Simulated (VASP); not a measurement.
A run of VASP 6.6.1 is set up as follows.

File INCAR:

```
  PREC = Accurate
  ENCUT = 600
  EDIFF = 1E-6
  ISMEAR = 0
  SIGMA = 0.02
  LREAL = F
  LASPH = T
  NELM = 80
  ALGO = Normal
  ISIF = 3
  LWAVE = F
  LCHARG = F
  GGA = PE
  IBRION = 2
  NSW = 100
  EDIFFG = -0.01
```

Contents of KPOINTS:

```
Automatic mesh
0
Gamma
  12 12 12
```

The input POSCAR:

```
Si
1.0
    0.0000000000      2.7333160104      2.7333160104
    2.7333160104      0.0000000000      2.7333160104
    2.7333160104      2.7333160104      0.0000000000
Si
2
Direct
    0.0000000000      0.0000000000      0.0000000000
    0.2500000000      0.2500000000      0.2500000000
```

Potentials or basis: VASP PAW PBE potentials, release 64 (Si).

Command:

```bash
$ cat potpaw_PBE.64/Si/POTCAR > POTCAR
$ mpirun -np 1 vasp_std > vasp.out
```

(1) Predict the band gap on the k mesh.

(2) Estimate the relaxed volume.

(3) What does it give for the relaxed cell?

## Answers

(1) 0.61 eV, indirect (least direct gap 2.56 eV).

(2) 20.46 Å³/atom.

(3) a = 3.868 Å, b = 3.868 Å, c = 3.868 Å, α = 60.00°, β = 60.00°, γ = 60.00°.
